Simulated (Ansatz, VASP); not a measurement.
# V in VASP and in Ansatz

The input INCAR:

```
ALGO     = Normal         # electronic algorithm
EDIFF    = 1E-6           # SCF threshold, eV
ENCUT    = 500            # plane-wave cutoff, eV
GGA      = PE             # functional
GGA_COMPAT= False        
ISIF     = 2              # what is computed and relaxed
ISMEAR   = 0              # smearing method
ISPIN    = 2              # spin polarisation
LASPH    = True           # aspherical terms in the spheres
LCHARG   = True           # write CHGCAR
LELF     = True           # ELF
LMAXMIX  = 4              # l up to which the mixer works
LORBIT   = 11             # projections on sites
LREAL    = False          # projectors in reciprocal space
LVHAR    = True         
LWAVE    = False          # write WAVECAR
MAGMOM   = 0.51           # initial moments
NBANDS   = 16             # bands
NELM     = 200            # most SCF steps
PREC     = Accurate       # precision mode
SIGMA    = 0.1            # smearing width, eV
```

Contents of KPOINTS:

```
k-points
0
Gamma
  6 6 6
```

Contents of POSCAR:

```
V
1.0
   -1.4805353854      1.4805353854      1.4805353854
    1.4805353854     -1.4805353854      1.4805353854
    1.4805353854      1.4805353854     -1.4805353854
V
1
Direct
    0.0000000000      0.0000000000      0.0000000000
```

Input for Ansatz:

```yaml
crystal:
  lattice:
    - [-1.4805353854, 1.4805353854, 1.4805353854]
    - [1.4805353854, -1.4805353854, 1.4805353854]
    - [1.4805353854, 1.4805353854, -1.4805353854]
  atoms:
    - { symbol: V, position: [0.0, 0.0, 0.0], spin: 0.51 }
basis: {}
kpoints:
  mp_grid: { grid: [6, 6, 6] }
  band_path: { path: [VBM, CBM], npoints: 5 }
hamiltonian:
  xc: pbe
  pseudopotentials: { kind: paw, source: ansatz }
scf:
  occupations: { method: gaussian, width: 0.1 }
  lower_state_search: "off"
output:
  forces: true
  stress: true
  eigenvalues: true
  populations: true
magnetization:
  spin_polarized: true
```

Alike in both runs: task single point; functional PBE; k mesh 6 × 6 × 6; occupations gaussian, width 0.1 eV; collinear spin.

```csv
,VASP,Ansatz
version,VASP 6.6.1,Ansatz 0.2.0
potentials or method,"VASP PAW PBE potentials, release 64 (V_sv)","scalar-relativistic, plane waves, PAW (harder set)"
plane-wave cutoff (eV),500,840
valence electrons in the cell,13,13
```

Ansatz gave:

```
gap on the k mesh at the Fermi level (eV)                     : none
pressure (GPa)                                                : 8.5
net moment per atom (μB)                                      : 0.60
size of the moment on the site where the two differ most (μB) : 0.44
```

What did VASP give for the same quantities?

gap on the k mesh at the Fermi level (eV): none; pressure (GPa): 8.7; net moment per atom (μB): 0.60; size of the moment on the site where the two differ most (μB): 0.48.

Site moments also hang on the region over which each program counts them. A gap of «none» marks a metal or a gap that the smearing closes. Ansatz's warnings: band edges overlap.

The k mesh is coarse, so the values compare programs but aren't converged.
